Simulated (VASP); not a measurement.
A run of VASP 6.6.1 is set up as follows.

File INCAR:

```
SYSTEM = BN
  ALGO = Normal
  EDIFF = 1E-6
  ENCUT = 520
  ISIF = 2
  ISMEAR = 0
  LASPH = .TRUE.
  LCHARG = .FALSE.
  LREAL = .FALSE.
  LWAVE = .FALSE.
  NBANDS = 16
  NELM = 60
  PREC = Accurate
  SIGMA = 0.05
```

The input KPOINTS:

```
k-points
0
G
  12 12 6
  0 0 0
```

POSCAR

```
BN
1.0
    2.5233274279      0.0000000000      0.0000000000
   -1.2616637140      2.1852656546      0.0000000000
    0.0000000000      0.0000000000      4.1752150364
B N
2 2
Direct
    0.6666666667      0.3333333333      0.9997087310
    0.3333333333      0.6666666667      0.4997087310
    0.6666666667      0.3333333333      0.6252912690
    0.3333333333      0.6666666667      0.1252912690
```

Potentials or basis: VASP PAW LDA potentials, release 64 (B, N).

Launch:

```bash
$ cat potpaw_LDA.64/B/POTCAR potpaw_LDA.64/N/POTCAR > POTCAR
$ mpirun -np 1 vasp_std > vasp.out
```

**Question.** Estimate the band gap on the k mesh.

**Answer.** 4.91 eV, indirect (least direct gap 8.28 eV).

**Question.** Estimate the pressure.

**Answer.** 0.9 GPa.

Forces in eV/Å, atoms in the order of the input:
```
B    0.000  0.000 -0.004
B    0.000  0.000 -0.004
N    0.000  0.000  0.004
N    0.000  0.000  0.004
```

A k mesh can miss the band edges. Expect the measured gap to be larger: semilocal functionals such as LDA lack the derivative discontinuity.
